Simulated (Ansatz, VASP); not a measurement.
One calculation of Sr4AlO5, two programs

```
CELL_PARAMETERS angstrom
3.53493 0.00000 0.00000
-1.76746 3.06134 0.00000
0.00000 0.00000 15.91347
ATOMIC_POSITIONS crystal
Sr 0.66667 0.33333 0.10622
Sr 0.33333 0.66667 0.46890
Sr 0.00000 0.00000 0.68134
Sr 0.33333 0.66667 0.89378
Al 0.33333 0.66667 0.32826
O 0.00000 0.00000 0.00000
O 0.33333 0.66667 0.21244
O 0.00000 0.00000 0.36267
O 0.66667 0.33333 0.57512
O 0.66667 0.33333 0.78756
```

Alike in both runs: task relaxation of cell and atoms; functional PBE; k mesh 6 × 6 × 1; occupations gaussian, width 0.1 eV; no spin polarisation.

|  | VASP | Ansatz |
| --- | --- | --- |
| version | VASP 6.6.1 | Ansatz 0.2.0 |
| potentials or method | VASP PAW PBE potentials, release 64 (Sr_sv, Al, O), cutoff 600 eV | scalar-relativistic, plane waves, PAW |
| valence electrons in the cell | 73 | 73 |

|  | VASP | Ansatz | Ansatz less VASP |
| --- | --- | --- | --- |
| gap on the k mesh at the Fermi level, each at its own relaxed structure (eV) | none | none | - |
| relaxed volume (Å³/atom) | 17.01 | 16.97 | -0.042 |
| relaxed length of the cell vector where the two differ most in proportion (Å) | 3.600 | 3.594 | -0.0061 |

A gap of «none» marks a metal or a gap that the smearing closes.

The k mesh is coarse, so the values compare programs but aren't converged.
